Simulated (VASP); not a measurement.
# WC (F-43m) in VASP: a series of runs

WC is run at these levels: PBE; tasks: single point, relaxation of cell and atoms.

Everything below comes from runs of VASP 6.6.1. Logs are shortened: lines on timing, memory, paths and dates and some standing lists are left out, and cuts for length are marked.

## Step 1: The cell of the first run

The structure is cubic, space group F-43m (No. 216). Conventional cell: a = 4.701 Å, b = 4.701 Å, c = 4.701 Å, α = 90.00°, β = 90.00°, γ = 90.00°. Within 2.7 Å of W (site symmetry -43m) lie 4 C at 2.04 Å. Within 2.7 Å of C (site symmetry -43m) lie 4 W at 2.04 Å.

## Step 2: Single point, PBE

Contents of INCAR:

```
PREC = Accurate ; ENCUT = 520
EDIFF = 1E-6 ; ISMEAR = 0
SIGMA = 0.1 ; LREAL = False
LASPH = True ; NELM = 80
ALGO = Normal ; ISIF = 2
LWAVE = False ; LCHARG = False
GGA = PE ; NBANDS = 16
```

Contents of KPOINTS:

```
regular mesh
0
Gamma
  8 8 8
```

Contents of POSCAR:

```
WC
1.0
    0.0000000000      2.3506688055      2.3506688055
    2.3506688055      0.0000000000      2.3506688055
    2.3506688055      2.3506688055      0.0000000000
W C
1 1
Direct
    0.0000000000      0.0000000000      0.0000000000
    0.2500000000      0.2500000000      0.2500000000
```

Potentials or basis: VASP PAW PBE potentials, release 64 (W_sv, C).

The run is started by

```sh
cat potpaw_PBE.64/W_sv/POTCAR potpaw_PBE.64/C/POTCAR > POTCAR
mpirun -np 1 vasp_std > vasp.out
```

OUTCAR:

```text
PREC = Accurate
   ENCUT = 520
   EDIFF = 1E-6
   ISMEAR = 0
   LREAL = False
   LASPH = True
   NELM = 80
   ISIF = 2
   GGA = PE

 ion  position               nearest neighbor table
   1  0.000  0.000  0.000-   2 2.04   2 2.04   2 2.04   2 2.04
   2  0.250  0.250  0.250-   1 2.04   1 2.04   1 2.04   1 2.04

  LATTYP: Found a face centered cubic cell.
 ALAT       =     4.7013376110

  Lattice vectors:

 A1 = (   0.0000000000,   2.3506688055,   2.3506688055)
 A2 = (   2.3506688055,   0.0000000000,   2.3506688055)
 A3 = (   2.3506688055,   2.3506688055,   0.0000000000)

Analysis of symmetry for initial positions (statically):
=====================================================================
 Subroutine PRICEL returns:
 Original cell was already a primitive cell.

 Routine SETGRP: Setting up the symmetry group for a
 face centered cubic supercell.

 Subroutine GETGRP returns: Found 24 space group operations
 (whereof 24 operations were pure point group operations)
 out of a pool of 48 trial point group operations.

The static configuration has the point symmetry T_d .

Analysis of symmetry for dynamics (positions and initial velocities):
=====================================================================
 Subroutine PRICEL returns:
 Original cell was already a primitive cell.

 Routine SETGRP: Setting up the symmetry group for a
 face centered cubic supercell.

 Subroutine GETGRP returns: Found 24 space group operations
 (whereof 24 operations were pure point group operations)
 out of a pool of 48 trial point group operations.

The dynamic configuration has the point symmetry T_d .

 Subroutine INISYM returns: Found 24 space group operations
 (whereof 24 operations are pure point group operations),
 and found     1 'primitive' translations

----------------------------------------------------------------------------------------

                                     Primitive cell

  volume of cell :      25.9779

  direct lattice vectors                    reciprocal lattice vectors
     0.000000000  2.350668805  2.350668805    -0.212705422  0.212705422  0.212705422
     2.350668805  0.000000000  2.350668805     0.212705422 -0.212705422  0.212705422
     2.350668805  2.350668805  0.000000000     0.212705422  0.212705422 -0.212705422

  length of vectors
     3.324347705  3.324347705  3.324347705     0.368416598  0.368416598  0.368416598

  position of ions in fractional coordinates (direct lattice)
     0.000000000  0.000000000  0.000000000
     0.250000000  0.250000000  0.250000000

[... 65 lines left out ...]
   NGXF,Y,Z  is equivalent  to a cutoff of  28.00, 28.00, 28.00 a.u.
 SYSTEM =  unknown system
   PREC   = accura    normal or accurate (medium, high low for compatibility)
   ISTART =      0    job   : 0-new  1-cont  2-samecut
   ICHARG =      2    charge: 1-file 2-atom 10-const
   ISPIN  =      1    spin polarized calculation?
   LNONCOLLINEAR =      F non collinear calculations
   LSORBIT =      F    spin-orbit coupling
   LASPH  =      T    aspherical Exc in radial PAW
   ENCUT  =  520.0 eV  38.22 Ry    6.18 a.u.   6.18  6.18  6.18*2*pi/ulx,y,z
   NELM   =     80;   NELMIN=  2; NELMDL= -5     # of ELM steps
   EDIFF  = 0.1E-05   stopping-criterion for ELM
   LREAL  =      F    real-space projection
[... 7 lines left out ...]
   TEBEG  =    0.0;   TEEND  =   0.0 temperature during run
   PSTRESS=    0.0 pullay stress
   NELECT =      18.0000    total number of electrons
   NUPDOWN=      -1.0000    fix difference up-down
   EMIN   =  10.00;   EMAX   =-10.00  energy-range for DOS
   EFERMI =   0.00;   METHOD = LEGACY
   ISMEAR =     0;   SIGMA  =   0.10  broadening in eV -4-tet -1-fermi 0-gaus
   EFERMI_NEDOS =   21; number of points for ismear=-14 and -15
   IALGO  =     38    algorithm
   IMIX   =      4    mixing-type and parameters
     AMIX     =   0.40;   BMIX     =  1.00
     AMIX_MAG =   1.60;   BMIX_MAG =  1.00
  volume/ion in A,a.u.               =      12.99        87.65
  Fermi-wavevector in a.u.,A,eV,Ry     =   1.448653  2.737556 28.553106  2.098594
  Thomas-Fermi vector in A             =   2.566469
   LORBIT       =      0    0 simple, 1 ext, 2 COOP (PROOUT), +10 PAW based schemes
   GGA     = PE    functional components
   LHFCALC =     F    Hartree Fock is set to
   AEXX    =    0.0000 exact exchange contribution
   IVDW    =     0    specifies the selected vdW correction
   LEPSILON=     F    determine dielectric tensor
   LRPA    =     F    only Hartree local field effects (RPA)
 non-spin polarized calculation
 Gauss-broadening in eV      SIGMA  =   0.10
  energy-cutoff  :      520.00
  volume of cell :       25.98
 maximum number of plane-waves:       725
 NGX is ok and might be reduce to    28
   NGX = 13   NGY = 13   NGZ = 13

 number of electron      18.0000001 magnetization

 Free energy of the ion-electron system (eV)
  ---------------------------------------------------
  ext. energy  EPLUGINS =         0.00000000
  ---------------------------------------------------
  free energy    TOTEN  =       -21.09494952 eV

  energy without entropy =      -21.08414604  energy(sigma->0) =      -21.08954778

 E-fermi :   8.8773     XC(G=0): -12.3092

 val. band max:        8.8711849733   @ k =  -0.3750   0.2500   0.0000
 cond. band min:       8.9087148772   @ k =  -0.2500   0.3750   0.1250
 fundamental gap:      0.0375299039
 Fermi energy:         8.8772896959

 k-point     1 :       0.0000    0.0000    0.0000
  band No.  band energies     occupation
      1     -65.8947      2.00000
      2     -30.0273      2.00000
      3     -30.0273      2.00000
      4     -30.0273      2.00000
      5      -4.8693      2.00000
      6       3.2341      2.00000
[... 433 lines left out ...]
      3     -30.1506      2.00000
      4     -30.0986      2.00000
      5      -2.5656      2.00000
      6       3.2909      2.00000
[... 8 lines left out ...]
     15      20.6431      0.00000
     16      22.8548      0.00000

 [... further k-points ...]
[... 5 lines left out ...]
  --------------------------------------------------------------------------------------
  -------------------------------------------------------------------------------------
  Total        0.0464151      0.0464151      0.0464151      0.0000000     -0.0000000      0.0000000
  in kB        2.8626350      2.8626350      2.8626350      0.0000000     -0.0000000      0.0000000
  external PRESSURE =       2.8626350 kB  Pullay stress =       0.0000000 kB

 VOLUME and BASIS-vectors are now :
 -----------------------------------------------------------------------------
  energy-cutoff  :      520.00
  volume of cell :       25.98
      direct lattice vectors                 reciprocal lattice vectors
     0.000000000  2.350668805  2.350668805    -0.212705422  0.212705422  0.212705422
     2.350668805  0.000000000  2.350668805     0.212705422 -0.212705422  0.212705422
     2.350668805  2.350668805  0.000000000     0.212705422  0.212705422 -0.212705422

 POSITION                                       TOTAL-FORCE (eV/Angst)
 -----------------------------------------------------------------------------------
      0.00000      0.00000      0.00000         0.000000      0.000000      0.000000
      1.17533      1.17533      1.17533        -0.000000     -0.000000     -0.000000
 -----------------------------------------------------------------------------------
    total drift:                                0.000000      0.000000      0.000000

  FREE ENERGIE OF THE ION-ELECTRON SYSTEM (eV)
  ---------------------------------------------------
  free  energy   TOTEN  =       -21.0949495232 eV

  energy  without entropy=      -21.0841460351  energy(sigma->0) =      -21.08954778
```

stdout:

```text
POSCAR found type information on POSCAR W C
 POSCAR found :  2 types and       2 ions
 scaLAPACK will be used
 LDA part: xc-table for (Slater+PW92), standard interpolation
 POSCAR, INCAR and KPOINTS ok, starting setup
 FFT: planning ... GRIDC
 FFT: planning ... GRID_SOFT
 FFT: planning ... GRID
 WAVECAR not read
 entering main loop
```

It took 6.8 s on 1 thread of Intel Xeon 6975P-C (Granite Rapids), shared host; peak memory 0.16 GiB.

What came out:

* Free energy: -21.0949 eV
* Pressure: 0.3 GPa
* Band gap on the k mesh: zero (band 9 reaches 9.67 eV, above the bottom of band 10 at 8.63 eV)

Caveat: spin-orbit coupling is left out, which moves the levels of the heavy elements.

## Step 3: Single point, PBE, collinear spin, ferromagnetic start

This run uses another cell than the first one, of 13.69 Å³/atom, 1.054 times its volume.

Contents of INCAR:

```
SYSTEM = WC
PREC = Accurate ; ENCUT = 520
EDIFF = 1E-6 ; ISMEAR = 0
SIGMA = 0.1 ; LREAL = .FALSE.
LASPH = .TRUE. ; NELM = 150
ALGO = Normal ; ISIF = 2
LWAVE = .FALSE. ; LCHARG = .FALSE.
ISPIN = 2 ; MAGMOM = 1 0
LORBIT = 11 ; LMAXMIX = 4
GGA = PE ; NBANDS = 20
```

Contents of KPOINTS:

```
regular mesh
0
G
  6 6 6
  0 0 0
```

Contents of POSCAR:

```
WC
1.0
    0.0000000000      2.3920423765      2.3920423765
    2.3920423765      0.0000000000      2.3920423765
    2.3920423765      2.3920423765      0.0000000000
W C
1 1
Direct
    0.0000000000      0.0000000000      0.0000000000
    0.2500000000      0.2500000000      0.2500000000
```

Potentials or basis: VASP PAW PBE potentials, release 64 (W_sv, C).

The run is started by

```sh
cat potpaw_PBE.64/W_sv/POTCAR potpaw_PBE.64/C/POTCAR > POTCAR
mpirun -np 1 vasp_std > vasp.out
```

Wall time 11 s (1 thread of Intel Xeon 6975P-C (Granite Rapids), shared host); peak memory 0.17 GiB.

Results (log left out):

| Property | Result |
| --- | --- |
| Free energy | -21.0269 eV |
| Pressure | -12.0 GPa |
| Band gap on the k mesh | zero (filled and empty bands overlap) |
| Net moment | 0.00 μB per cell |
| Valence electrons inside the program's atomic spheres | W 11.99; C 2.45 |

Levels at points of the mesh, in eV from the Fermi level:
Spin up:
```tsv
k point	band 6	band 7	band 8	band 9	band 10	band 11	band 12	band 13
(0.00, 0.00, 0.00)	-5.28	-5.28	-5.28	-0.01	-0.01	2.55	7.26	7.26
(0.50, 0.00, 0.00)	-5.36	-4.61	-4.61	0.77	0.77	1.10	4.80	4.80
(0.50, 0.50, 0.00)	-6.90	-2.56	-2.56	-1.96	1.43	1.64	2.61	2.61
```
Spin down:
```tsv
k point	band 7	band 8	band 9	band 10	band 11	band 12
(0.00, 0.00, 0.00)	-5.28	-5.28	-0.01	-0.01	2.55	7.26
(0.50, 0.00, 0.00)	-4.61	-4.61	0.77	0.77	1.10	4.80
(0.50, 0.50, 0.00)	-2.56	-2.56	-1.96	1.42	1.64	2.61
```

Caveat: the k points lie up to 0.38 Å⁻¹ apart; spin-orbit coupling is left out, which moves the levels of the heavy elements.

## Step 4: Relaxation of cell and atoms, PBE

This run uses another cell than the first one, of 13.69 Å³/atom, 1.054 times its volume.

Contents of INCAR:

```
ALGO     = Normal         # electronic algorithm
EDIFF    = 1E-7           # SCF threshold, eV
EDIFFG   = -0.05          # ionic threshold
ENCUT    = 600            # plane-wave cutoff, eV
GGA      = PE             # functional
IBRION   = 2              # ionic algorithm
ISIF     = 3              # what is computed and relaxed
ISMEAR   = 0              # smearing method
LASPH    = T              # aspherical terms in the spheres
LCHARG   = F              # write CHGCAR
LREAL    = F              # projectors in reciprocal space
LWAVE    = F              # write WAVECAR
NELM     = 100            # most SCF steps
NSW      = 100            # ionic steps
PREC     = Accurate       # precision mode
SIGMA    = 0.1            # smearing width, eV
```

Contents of KPOINTS:

```
k-points
0
Gamma
  8 8 8
```

POSCAR is that of step 3.

The run is started by

```sh
cat potpaw_PBE.64/W_sv/POTCAR potpaw_PBE.64/C/POTCAR > POTCAR
mpirun -np 1 vasp_std > vasp.out
```

Wall time 16 s (1 thread of Intel Xeon 6975P-C (Granite Rapids), shared host); peak memory 0.17 GiB.

Results (log left out):

```yaml
Free_energy: -21.0971 eV
Relaxed_volume: 13.02 Å³/atom
Relaxed_cell: a = 3.327 Å, b = 3.327 Å, c = 3.327 Å, α = 60.00°, β = 60.00°, γ = 60.00°
Space_group_after_relaxing_to_0.05_Å: F-43m (No. 216)
Energy_gained_by_relaxing: 27.3 meV/atom
Ionic_steps: 3
Pressure_after_relaxing: -0.5 GPa
Band_gap_on_the_k_mesh: zero (band 9 reaches 9.63 eV, above the bottom of band 10 at 8.60 eV)
```

Step by step:
```tsv
step	energy change (eV)	largest force (eV/Å)	pressure (GPa)	volume (Å³)
1	0.0000	0.0000	-12.14	27.37
2	0.1855	0.0000	33.17	23.47
3	-0.0545	0.0000	-0.46	26.04
```

Final structure:
```yaml
crystal:
  lattice:
    - [0.00000, 2.35264, 2.35264]
    - [2.35264, 0.00000, 2.35264]
    - [2.35264, 2.35264, 0.00000]
  atoms:
    - { symbol: W, position: [0.00000, 0.00000, 0.00000] }
    - { symbol: C, position: [0.25000, 0.25000, 0.25000] }
```

Levels at points of the mesh, in eV from the Fermi level:
```tsv
k point	band 5	band 6	band 7	band 8	band 9	band 10	band 11	band 12	band 13
(0.00, 0.00, 0.00)	-13.73	-5.63	-5.63	-5.63	-0.06	-0.06	2.62	7.49	7.49
(0.50, 0.00, 0.00)	-11.83	-5.60	-4.93	-4.93	0.79	0.79	1.14	4.97	4.97
(0.50, 0.50, 0.00)	-11.12	-7.32	-2.71	-2.71	-2.13	1.50	1.76	2.71	2.71
```

Caveat: spin-orbit coupling is left out, which moves the levels of the heavy elements.

## Step 5: Overview

| task | spin | cell | k mesh | cutoff (eV) | gap on the mesh (eV) | pressure (GPa) |
| --- | --- | --- | --- | --- | --- | --- |
| single point | off | a = 3.324 Å, angles 60.0°, 2 atoms | 8 × 8 × 8 | 520 | none | 0.3 |
| single point | collinear, ferromagnetic start | a = 3.383 Å, angles 60.0°, 2 atoms | 6 × 6 × 6 | 520 | none | -12.0 |
| relaxation of cell and atoms | off | relaxed from a = 3.383 Å, angles 60.0°, 2 atoms | 8 × 8 × 8 | 600 | none | -0.5 |

Alike in all rows: level PBE; potentials or basis VASP PAW PBE potentials, release 64 (W_sv, C); smearing gaussian 0.1 eV.

Caveats: some runs use coarse meshes; spin-orbit coupling is left out, which moves the levels of the heavy elements.

Total energies depend on the potentials used, so only differences within one code and one set of settings carry meaning.
